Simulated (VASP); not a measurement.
**V: relaxation of cell and atoms with PBE**

The system is V.

```
V
1.0
     2.36908    0.00000    0.00000
    -1.18454    2.05168    0.00000
     0.00000    0.00000    2.22693
V
1
Cartesian
  0.0000 0.0000 0.0000
```

This isn't the form of V at room conditions, which is bcc.

```yaml
Program: VASP 6.6.1
Task: relaxation of cell and atoms
Functional: PBE
Potentials_or_basis: VASP PAW PBE potentials, release 64 (V_sv)
Cutoff: 600 eV
k_mesh: 18 × 18 × 17
Occupations: fermi-dirac, width 0.1 eV
Spin: no spin polarisation
Target_pressure: 69 GPa
Dipole_correction: no
Further_INCAR_settings: ALGO = Normal; EDIFF = 1e-06; IBRION = 2; EDIFFG = -0.005; NSW = 60; ISIF = 3
```

```
Relaxed volume                                             : 10.91 Å³/atom
Relaxed cell                                               : a = 2.383 Å, b = 2.383 Å, c = 2.220 Å, α = 90.00°, β = 90.00°, γ = 120.00°
Space group after relaxing (to 0.1 Å)                      : P6/mmm (No. 191)
Energy change on relaxing (the run minimises the enthalpy) : -40.9 meV/atom
Ionic steps                                                : 10
Pressure after relaxing                                    : 69.0 GPa
Band gap on the k mesh                                     : zero (an odd number of electrons rules out a gap without spin polarisation)
```

Step by step:
```
step  energy change (eV)  largest force (eV/Å)  pressure (GPa)  volume (Å³)
   1              0.0000                0.0000           72.12        10.82
   2             -0.1380                0.0000           60.83        11.16
   3             -0.0502                0.0000           68.23        10.94
   4             -0.0314                0.0000           69.88        10.89
   5             -0.0417                0.0000           68.81        10.92
   6             -0.0412                0.0000           68.98        10.92
   7             -0.0415                0.0000           68.96        10.92
   8             -0.0399                0.0000           69.07        10.91
   9             -0.0406                0.0000           69.07        10.91
  10             -0.0409                0.0000           69.01        10.91
```

Final structure:
```yaml
crystal:
  lattice:
    - [2.38276, 0.00000, 0.00000]
    - [-1.19138, 2.06353, 0.00000]
    - [0.00000, 0.00000, 2.21979]
  atoms:
    - { symbol: V, position: [0.00000, 0.00000, 0.00000] }
```

Levels at points of the mesh, in eV from the Fermi level:
```csv
k point,band 3,band 4,band 5,band 6,band 7,band 8,band 9,band 10
"(0.00, 0.00, 0.00)",-36.76,-36.66,-7.20,-3.33,0.10,0.10,4.60,4.60
"(0.50, 0.00, 0.00)",-37.19,-36.45,-4.44,-1.94,1.44,1.94,4.07,4.79
```

Run time: 3.9 min on 1 thread of Intel Xeon 8259CL, on a shared host, peak memory 0.17 GiB.

Caveat: the cell is relaxed towards a set pressure, so the run minimises the enthalpy, not the energy.
